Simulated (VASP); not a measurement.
Set up this calculation in VASP 6.6.1, as the native input.

| Property | Result |
| --- | --- |
| Task | single point |
| Functional | PBE |
| Potentials or basis | VASP PAW PBE potentials, release 64 (Sn_d, O) |
| Cutoff | 520 eV |
| k mesh | 8 × 8 × 8 |
| Occupations | fermi-dirac, width 0.02 eV |
| Spin | no spin polarisation |
| Dipole correction | no |
| Further INCAR settings | ALGO = Normal; EDIFF = 1e-06; NBANDS = 17 |

The structure of SnO lies in POSCAR:

```
SnO
1.0
    0.0000000000      2.7217558045      2.7217558045
    2.7217558045      0.0000000000      2.7217558045
    2.7217558045      2.7217558045      0.0000000000
Sn O
1 1
Direct
    0.0000000000      0.0000000000      0.0000000000
    0.2500000000      0.2500000000      0.2500000000
```

This cell differs from its parent crystal: strain +0.5%.

One way to write it, as run:

INCAR

```
SYSTEM = SnO
PREC = Accurate
ENCUT = 520
EDIFF = 1E-6
ISMEAR = -1
SIGMA = 0.02
LREAL = .FALSE.
LASPH = .TRUE.
NELM = 100
ALGO = Normal
ISIF = 2
LWAVE = .FALSE.
LCHARG = .TRUE.
GGA = PE
LELF = .TRUE.
LVHAR = .TRUE.
NBANDS = 17
```

KPOINTS

```
regular mesh
0
G
  8 8 8
  0 0 0
```

Potentials or basis: VASP PAW PBE potentials, release 64 (Sn_d, O).

Command:

```console
$ cat potpaw_PBE.64/Sn_d/POTCAR potpaw_PBE.64/O/POTCAR > POTCAR
$ mpirun -np 1 vasp_std > vasp.out
```

Results of the run:

```yaml
Pressure: 1.5 GPa
Band_gap_on_the_k_mesh: zero (bands 10 and 11 overlap by 0.19 eV)
```

Caveat: the cell differs from its parent crystal (strain +0.5%); the structure was generated, so it needn't be the stable form of SnO; semilocal functionals underestimate gaps, and a narrow one can read as zero; spin-orbit coupling is left out, which moves the levels of the heavy elements.

Run time: 21 s on 1 thread of AMD EPYC 7R13 Processor (Zen 3), with other jobs on the host, peak memory 0.15 GiB.
